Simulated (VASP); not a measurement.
Runs of VASP 6.6.1 on H6Pb. The structure is that of space group Fm-3m (No. 225), or close to it. The cells are those of the table. The cell was generated, and may not be a known phase.

| task | cell | k mesh | cutoff (eV) | gap on the mesh (eV) | pressure (GPa) | relaxed volume (Å³/atom) |
| --- | --- | --- | --- | --- | --- | --- |
| single point | a = 4.860 Å, angles 60.0°, 7 atoms | 4 × 4 × 4 | 520 | none | -8.5 | - |
| single point | a = 4.386 Å, angles 60.0°, 7 atoms | 4 × 4 × 4 | 520 | none | -0.1 | - |
| single point | a = 4.348 Å, angles 60.0°, 7 atoms | 10 × 10 × 10 | 520 | none | (a) | - |
| relaxation of cell and atoms | relaxed from a = 4.860 Å, angles 60.0°, 7 atoms | 4 × 4 × 4 | 600 | none | -0.1 | 8.56 |
| relaxation of cell and atoms | relaxed from a = 4.362 Å, angles 60.0°, 7 atoms | 10 × 10 × 10 | 600 | none | -0.1 | 8.31 |

Alike in all rows: level PBE; potentials or basis VASP PAW PBE potentials, release 64 (H, Pb_d); no spin polarisation; smearing gaussian 0.1 eV.

Question: Fill in the values left out.

Answer: (a) -0.2.

Caveats: some runs use coarse meshes; spin-orbit coupling is left out, which moves the levels of the heavy elements; the volume moved by over 15 % at a fixed basis, so the end points are rough (at least some runs).

A k mesh can miss the band edges, and the runs leave out spin-orbit coupling on Pb.

A gap of «none» marks levels without a gap at the run's occupations.
